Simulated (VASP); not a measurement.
Runs of VASP 6.6.1 on InP. Symmetry: F-43m, No. 216, cubic system. The conventional cell has a = 5.908 Å, b = 5.908 Å, c = 5.908 Å, α = 90.00°, β = 90.00°, γ = 90.00°. Within 3.4 Å of In (site symmetry -43m) lie 4 P at 2.56 Å. Within 3.4 Å of P (site symmetry -43m) lie 4 In at 2.56 Å. 

```csv
level,share of exact exchange,screening parameter,gap on the mesh (eV),pressure (GPa)
PBE-based screened hybrid with 15 % exact exchange,0.15,0.2078 1/Å,1.05,0.6
HSE06,0.25,0.2079 1/Å,(b),-0.2
PBE-based global hybrid with 35 % exact exchange,0.35,-,2.74,(a)
PBE-based global hybrid with 10 % exact exchange,0.1,-,1.17,0.6
r2SCAN50,0.5,-,3.74,-2.6
```

Alike in all rows: task single point; potentials or basis VASP PAW PBE potentials, release 64 (In_d, P); no spin polarisation; cell as given; k mesh 4 × 4 × 4; cutoff (eV) 520; smearing gaussian 0.01 eV.

**Question.** Estimate the missing entries.

**Answer.** (a) -1.3; (b) 1.39.

Caveats: all runs use coarse meshes; the PAW data sets were made with another functional, which shifts forces and pressure a little; spin-orbit coupling is left out, which moves the levels of the heavy elements.

A k mesh can miss the band edges, and the runs leave out spin-orbit coupling on In.
